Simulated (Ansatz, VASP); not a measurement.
## Two plane-wave programs on Ag

File INCAR:

```
PREC = Accurate
ENCUT = 520
EDIFF = 1E-6
ISMEAR = 0
SIGMA = 0.15
LREAL = False
LASPH = True
NELM = 80
ALGO = Fast
ISIF = 2
LWAVE = False
LCHARG = False
GGA = PS
NBANDS = 12
```

The input KPOINTS:

```
Automatic mesh
0
Gamma
  22 22 22
```

The input POSCAR:

```
Ag
1.0
   -1.6783370105      1.6783370105      1.6112035300
    1.6783370105     -1.6783370105      1.6112035300
    1.6783370105      1.6783370105     -1.6112035300
Ag
1
Direct
    0.0000000000      0.0000000000      0.0000000000
```

Input for Ansatz:

```yaml
crystal:
  lattice:
    - [-1.6783370105, 1.6783370105, 1.61120353]
    - [1.6783370105, -1.6783370105, 1.61120353]
    - [1.6783370105, 1.6783370105, -1.61120353]
  atoms:
    - { symbol: Ag, position: [0.0, 0.0, 0.0] }
basis:
  ecutwfc: 420
kpoints:
  mp_grid: { grid: [22, 22, 22] }
hamiltonian:
  xc: pbesol
scf:
  occupations: { method: gaussian, width: 0.15 }
output:
  forces: true
  stress: true
  eigenvalues: true
```

Alike in both runs: task single point; functional PBEsol; k mesh 22 × 22 × 22; occupations gaussian, width 0.15 eV; no spin polarisation.

|  | VASP | Ansatz |
| --- | --- | --- |
| version | VASP 6.6.1 | Ansatz 0.2.0 |
| potentials or method | VASP PAW PBE potentials, release 64 (Ag), cutoff 520 eV | scalar-relativistic, plane waves, PAW |
| valence electrons in the cell | 11 | 19 |

```tsv
	VASP	Ansatz	Ansatz less VASP
gap on the k mesh at the Fermi level (eV)	none	none	-
pressure (GPa)	-7.3	-7.3	+0.05
traceless stress, the component that is largest in VASP (GPa)	-0.38	-0.39	-0.006
```

VASP's potentials were made for PBE, not for PBEsol. A gap of «none» marks a metal or a gap that the smearing closes. VASP's potentials hold 11 valence electrons a cell and Ansatz's 19, so a difference there can come from the potentials and not from the codes.
